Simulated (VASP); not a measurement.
# TiC (I4mm) in VASP: further runs

The runs below take TiC through single point, with LDA.

Everything below comes from runs of VASP 6.6.1. Logs are shortened: lines on timing, memory, paths and dates and some standing lists are left out, and cuts for length are marked.

### Step 1. The cell of the first run

Symmetry: I4mm, No. 107, tetragonal system. The conventional cell has a = 3.060 Å, b = 3.060 Å, c = 4.328 Å, α = 90.00°, β = 90.00°, γ = 90.00°. Within 2.7 Å of Ti (site symmetry 4mm) lie 6 C at 2.06 to 2.26 Å. Within 2.7 Å of C (site symmetry 4mm) lie 6 Ti at 2.06 to 2.26 Å.

### Step 2. Single point, LDA

INCAR reads:

```
PREC = Accurate
ENCUT = 520
EDIFF = 1E-7
ISMEAR = 0
SIGMA = 0.15
LREAL = F
LASPH = T
NELM = 60
ALGO = Normal
ISIF = 2
LWAVE = F
LCHARG = F
NBANDS = 15
```

KPOINTS reads:

```
regular mesh
0
Gamma
  18 18 18
```

POSCAR reads:

```
TiC
1.0
    0.0000000000      2.1640000000      2.1640000000
    2.1640000000      0.0000000000      2.1640000000
    2.1640000000      2.1640000000      0.0000000000
Ti C
1 1
Direct
    0.0231053604      0.0231053604     -0.0231053604
    0.5000000000      0.5000000000      0.5000000000
```

Potentials or basis: VASP PAW LDA potentials, release 64 (Ti_sv, C).

The run is started by

```console
> cat potpaw_LDA.64/Ti_sv/POTCAR potpaw_LDA.64/C/POTCAR > POTCAR
> mpirun -np 1 vasp_std > vasp.out
```

OUTCAR:

```text
PREC = Accurate
   ENCUT = 520
   EDIFF = 1E-7
   ISMEAR = 0
   LREAL = F
   LASPH = T
   NELM = 60
   ISIF = 2

 ion  position               nearest neighbor table
   1  0.023  0.023  0.977-   2 2.06   2 2.17   2 2.17   2 2.17   2 2.17   2 2.26
   2  0.500  0.500  0.500-   1 2.06   1 2.17   1 2.17   1 2.17   1 2.17   1 2.26

  LATTYP: Found a face centered cubic cell.
 ALAT       =     4.3280000000

  Lattice vectors:

 A1 = (   0.0000000000,   2.1640000000,   2.1640000000)
 A2 = (   2.1640000000,   0.0000000000,   2.1640000000)
 A3 = (   2.1640000000,   2.1640000000,   0.0000000000)

Analysis of symmetry for initial positions (statically):
=====================================================================
 Subroutine PRICEL returns:
 Original cell was already a primitive cell.

 Routine SETGRP: Setting up the symmetry group for a
 face centered cubic supercell.

 Subroutine GETGRP returns: Found  8 space group operations
 (whereof  8 operations were pure point group operations)
 out of a pool of 48 trial point group operations.

The static configuration has the point symmetry C_4v.

Analysis of symmetry for dynamics (positions and initial velocities):
=====================================================================
 Subroutine PRICEL returns:
 Original cell was already a primitive cell.

 Routine SETGRP: Setting up the symmetry group for a
 face centered cubic supercell.

 Subroutine GETGRP returns: Found  8 space group operations
 (whereof  8 operations were pure point group operations)
 out of a pool of 48 trial point group operations.

The dynamic configuration has the point symmetry C_4v.

 Subroutine INISYM returns: Found  8 space group operations
 (whereof  8 operations are pure point group operations),
 and found     1 'primitive' translations

----------------------------------------------------------------------------------------

                                     Primitive cell

  volume of cell :      20.2676

  direct lattice vectors                    reciprocal lattice vectors
     0.000000000  2.164000000  2.164000000    -0.231053604  0.231053604  0.231053604
     2.164000000  0.000000000  2.164000000     0.231053604 -0.231053604  0.231053604
     2.164000000  2.164000000  0.000000000     0.231053604  0.231053604 -0.231053604

  length of vectors
     3.060358149  3.060358149  3.060358149     0.400196582  0.400196582  0.400196582

  position of ions in fractional coordinates (direct lattice)
     0.023105360  0.023105360  0.976894640
     0.500000000  0.500000000  0.500000000

  ion indices of the primitive-cell ions
   primitive index   ion index
                 1           1
                 2           2

----------------------------------------------------------------------------------------

 KPOINTS: regular mesh

Automatic generation of k-mesh.
 Grid dimensions read from file:
 generate k-points for:   18   18   18

 Generating k-lattice:

  Cartesian coordinates                     Fractional coordinates (reciprocal lattice)
    -0.012836311  0.012836311  0.012836311     0.055555556  0.000000000  0.000000000
     0.012836311 -0.012836311  0.012836311     0.000000000  0.055555556  0.000000000
     0.012836311  0.012836311 -0.012836311     0.000000000  0.000000000  0.055555556

  Length of vectors
     0.022233143  0.022233143  0.022233143

  Shift w.r.t. Gamma in fractional coordinates (k-lattice)
     0.000000000  0.000000000  0.000000000

 Subroutine IBZKPT returns following result:
 ===========================================

 Found    480 irreducible k-points:

 Following reciprocal coordinates:
            Coordinates               Weight
  0.000000  0.000000  0.000000      1.000000
  0.055556  0.000000  0.000000      8.000000
  0.111111  0.000000  0.000000      8.000000
  0.166667  0.000000  0.000000      8.000000
  0.222222  0.000000  0.000000      8.000000
  0.277778  0.000000  0.000000      8.000000
[... 16 lines left out ...]
  0.388889  0.055556  0.000000      8.000000
  0.000000  0.388889  0.055556     16.000000
 [... further k-points ...]
   k-points           NKPTS =    480   k-points in BZ     NKDIM =    480   number of bands    NBANDS=     15
   number of dos      NEDOS =    301   number of ions     NIONS =      2
   total plane-waves  NPLWV =  13824
   dimension x,y,z NGX =    24 NGY =   24 NGZ =   24
   dimension x,y,z NGXF=    48 NGYF=   48 NGZF=   48
   ions per type =               1   1
   NGX,Y,Z   is equivalent  to a cutoff of  13.04, 13.04, 13.04 a.u.
   NGXF,Y,Z  is equivalent  to a cutoff of  26.07, 26.07, 26.07 a.u.
 SYSTEM =  unknown system
   PREC   = accura    normal or accurate (medium, high low for compatibility)
   ISTART =      0    job   : 0-new  1-cont  2-samecut
   ICHARG =      2    charge: 1-file 2-atom 10-const
   ISPIN  =      1    spin polarized calculation?
   LNONCOLLINEAR =      F non collinear calculations
   LSORBIT =      F    spin-orbit coupling
   LASPH  =      T    aspherical Exc in radial PAW
   ENCUT  =  520.0 eV  38.22 Ry    6.18 a.u.   5.69  5.69  5.69*2*pi/ulx,y,z
   NELM   =     60;   NELMIN=  2; NELMDL= -5     # of ELM steps
   EDIFF  = 0.1E-06   stopping-criterion for ELM
   LREAL  =      F    real-space projection
   EDIFFG = 0.1E-05   stopping-criterion for IOM
   NSW    =      0    number of steps for IOM
   IBRION =     -1    ionic relax: 0-MD 1-quasi-New 2-CG
   NFREE  =      0    steps in history (QN), initial steepest desc. (CG)
   ISIF   =      2    stress and relaxation
   ISYM   =      2    0-nonsym 1-usesym 2-fastsym
   POTIM  = 0.5000    time-step for ionic-motion
   TEBEG  =    0.0;   TEEND  =   0.0 temperature during run
   PSTRESS=    0.0 pullay stress
   NELECT =      16.0000    total number of electrons
   NUPDOWN=      -1.0000    fix difference up-down
   EMIN   =  10.00;   EMAX   =-10.00  energy-range for DOS
   EFERMI =   0.00;   METHOD = LEGACY
   ISMEAR =     0;   SIGMA  =   0.15  broadening in eV -4-tet -1-fermi 0-gaus
   EFERMI_NEDOS =   21; number of points for ismear=-14 and -15
   IALGO  =     38    algorithm
   IMIX   =      4    mixing-type and parameters
     AMIX     =   0.40;   BMIX     =  1.00
     AMIX_MAG =   1.60;   BMIX_MAG =  1.00
  volume/ion in A,a.u.               =      10.13        68.39
  Fermi-wavevector in a.u.,A,eV,Ry     =   1.513030  2.859212 31.147275  2.289260
  Thomas-Fermi vector in A             =   2.622876
   LORBIT       =      0    0 simple, 1 ext, 2 COOP (PROOUT), +10 PAW based schemes
   GGA     = CA    functional components
   LHFCALC =     F    Hartree Fock is set to
   AEXX    =    0.0000 exact exchange contribution
   IVDW    =     0    specifies the selected vdW correction
   LEPSILON=     F    determine dielectric tensor
   LRPA    =     F    only Hartree local field effects (RPA)
 non-spin polarized calculation
 Gauss-broadening in eV      SIGMA  =   0.15
  energy-cutoff  :      520.00
  volume of cell :       20.27
 maximum number of plane-waves:       568
   NGX = 11   NGY = 11   NGZ = 11

 number of electron      16.0000000 magnetization

 Free energy of the ion-electron system (eV)
  ---------------------------------------------------
  ext. energy  EPLUGINS =         0.00000000
  ---------------------------------------------------
  free energy    TOTEN  =       -20.46409277 eV

  energy without entropy =      -20.46104817  energy(sigma->0) =      -20.46257047

 E-fermi :   9.2843     XC(G=0): -12.9843

 val. band max:        9.2647851881   @ k =   0.1111   0.0000   0.0000
 cond. band min:       9.2893641275   @ k =   0.0000   0.3333   0.2778
 fundamental gap:      0.0245789394
 Fermi energy:         9.2843406716

 k-point     1 :       0.0000    0.0000    0.0000
  band No.  band energies     occupation
      1     -46.6091      2.00000
      2     -23.0171      2.00000
      3     -23.0171      2.00000
      4     -23.0135      2.00000
      5      -2.9520      2.00000
      6       9.6142      0.00187
      7       9.6142      0.00187
      8       9.8897      0.00000
      9      10.1295      0.00000
     10      10.9775      0.00000
     11      11.2575      0.00000
     12      11.2575      0.00000
     13      11.8833      0.00000
     14      19.8497      0.00000
     15      23.2767      0.00000

 k-point     2 :       0.0556    0.0000    0.0000
  band No.  band energies     occupation
      1     -46.6067      2.00000
      2     -23.0325      2.00000
      3     -23.0187      2.00000
      4     -23.0160      2.00000
      5      -2.8812      2.00000
      6       9.2384      1.33530
      7       9.4917      0.05063
      8       9.8034      0.00000
      9      10.1161      0.00000
     10      10.4871      0.00000
     11      11.2268      0.00000
     12      11.9721      0.00000
     13      12.3320      0.00000
     14      19.9714      0.00000
     15      23.3137      0.00000

 k-point     3 :       0.1111    0.0000    0.0000
  band No.  band energies     occupation
      1     -46.5999      2.00000
      2     -23.0792      2.00000
      3     -23.0232      2.00000
      4     -23.0206      2.00000
      5      -2.6726      2.00000
      6       8.5490      2.00000
      7       9.0198      1.98739
      8       9.2648      1.14628
      9      10.2217      0.00000
     10      10.3486      0.00000
     11      11.4223      0.00000
     12      12.8800      0.00000
     13      13.1197      0.00000
     14      20.2815      0.00000
     15      23.3637      0.00000
[... 343 lines left out ...]
 k-point    23 :       0.3889    0.0556    0.0000
  band No.  band energies     occupation
      1     -46.5415      2.00000
      2     -23.4541      2.00000
      3     -23.0698      2.00000
      4     -23.0613      2.00000
      5      -0.3443      2.00000
      6       4.6051      2.00000
      7       6.6199      2.00000
      8       6.8011      2.00000
      9      11.4971      0.00000
     10      11.9078      0.00000
     11      12.8453      0.00000
     12      16.2658      0.00000
     13      16.8311      0.00000
     14      19.0754      0.00000
     15      24.7215      0.00000

 k-point    24 :       0.0000    0.3889    0.0556
  band No.  band energies     occupation
      1     -46.5415      2.00000
      2     -23.4541      2.00000
      3     -23.0681      2.00000
      4     -23.0627      2.00000
      5      -0.3457      2.00000
      6       4.6010      2.00000
      7       6.6009      2.00000
      8       6.8334      2.00000
      9      11.5010      0.00000
     10      11.8892      0.00000
     11      12.8245      0.00000
     12      16.2992      0.00000
     13      16.8613      0.00000
     14      19.0313      0.00000
     15      24.7917      0.00000

 [... further k-points ...]
[... 5 lines left out ...]
  --------------------------------------------------------------------------------------
  -------------------------------------------------------------------------------------
  Total       -1.3991635     -1.3991635     -1.0546151      0.0000000      0.0000000      0.0000000
  in kB     -110.6056408   -110.6056408    -83.3686530      0.0000000      0.0000000      0.0000000
  external PRESSURE =    -101.5266449 kB  Pullay stress =       0.0000000 kB

 VOLUME and BASIS-vectors are now :
 -----------------------------------------------------------------------------
  energy-cutoff  :      520.00
  volume of cell :       20.27
      direct lattice vectors                 reciprocal lattice vectors
     0.000000000  2.164000000  2.164000000    -0.231053604  0.231053604  0.231053604
     2.164000000  0.000000000  2.164000000     0.231053604 -0.231053604  0.231053604
     2.164000000  2.164000000  0.000000000     0.231053604  0.231053604 -0.231053604

 POSITION                                       TOTAL-FORCE (eV/Angst)
 -----------------------------------------------------------------------------------
      2.16400      2.16400      0.10000         0.000000      0.000000     -0.880366
      2.16400      2.16400      2.16400         0.000000      0.000000      0.880366
 -----------------------------------------------------------------------------------
    total drift:                               -0.000000     -0.000000      0.000025

  FREE ENERGIE OF THE ION-ELECTRON SYSTEM (eV)
  ---------------------------------------------------
  free  energy   TOTEN  =       -20.4640927676 eV

  energy  without entropy=      -20.4610481695  energy(sigma->0) =      -20.46257047
```

Run time: 46 s. Hardware: 1 thread of Intel Xeon 6975P-C (Granite Rapids), shared host; peak memory 0.25 GiB.

Results:

```yaml
Free_energy: -20.4641 eV
Pressure: -10.2 GPa
Largest_force: 0.880 eV/Å
Band_gap_on_the_k_mesh: zero (band 8 reaches 9.89 eV, above the bottom of band 9 at 8.81 eV)
```

Forces in eV/Å, atoms in the order of the input:
```
Ti   0.000  0.000 -0.880
C    0.000  0.000  0.880
```

Stress tensor (GPa, compression positive):
```
-11.06   0.00   0.00
  0.00 -11.06   0.00
  0.00   0.00  -8.34
```

Caveat: the cell differs from its parent crystal (all Ti atoms moved -0.100 Å, as atom 1 towards its neighbour atom 2 (C) at 2.164 Å).

### Step 3. Single point, LDA

INCAR reads:

```
ALGO = Normal ; EDIFF = 1E-7
ENCUT = 520 ; GGA = CA
ISIF = 2 ; ISMEAR = 0
LASPH = T ; LCHARG = F
LREAL = F ; LWAVE = F
NBANDS = 15 ; NELM = 60
PREC = Accurate ; SIGMA = 0.15
```

KPOINTS reads:

```
k-points
0
Gamma
  18 18 18
```

Edit POSCAR of step 2 so:

```diff
@@ -8,3 +8,3 @@
 Direct
-    0.0231053604      0.0231053604     -0.0231053604
+   -0.0115526802     -0.0115526802      0.0115526802
     0.5000000000      0.5000000000      0.5000000000
```

Potentials or basis: VASP PAW LDA potentials, release 64 (Ti_sv, C).

The run is started by

```console
> cat potpaw_LDA.64/Ti_sv/POTCAR potpaw_LDA.64/C/POTCAR > POTCAR
> mpirun -np 1 vasp_std > vasp.out
```

Run time: 48 s. Hardware: 1 thread of Intel Xeon 6975P-C (Granite Rapids), shared host; peak memory 0.25 GiB.

Results (log left out):

* Free energy: -20.4974 eV
* Pressure: -11.0 GPa
* Largest force: 0.451 eV/Å
* Band gap on the k mesh: zero (band 8 reaches 9.89 eV, above the bottom of band 9 at 8.84 eV)

Forces on the atoms (eV/Å):
```
Ti   0.000  0.000  0.451
C    0.000  0.000 -0.451
```

Stress tensor (GPa, compression positive):
```
-11.27   0.00   0.00
  0.00 -11.27   0.00
  0.00   0.00 -10.60
```

Levels at points of the mesh, in eV from the Fermi level:
| k point | band 6 | band 7 | band 8 | band 9 | band 10 | band 11 |
| --- | --- | --- | --- | --- | --- | --- |
| (0.00, 0.00, 0.00) | 0.55 | 0.55 | 0.63 | 1.27 | 1.72 | 1.78 |
| (0.50, 0.00, 0.00) | -5.83 | -2.90 | -2.90 | 2.87 | 2.88 | 4.07 |
| (0.50, 0.50, 0.00) | -3.36 | -1.68 | -0.01 | -0.01 | 2.72 | 3.48 |
| (0.00, 0.50, 0.50) | -3.38 | -1.75 | -0.02 | 0.07 | 2.75 | 3.48 |

Caveat: the cell differs from its parent crystal (all Ti atoms moved +0.050 Å, as atom 1 towards its neighbour atom 2 (C) at 2.164 Å).
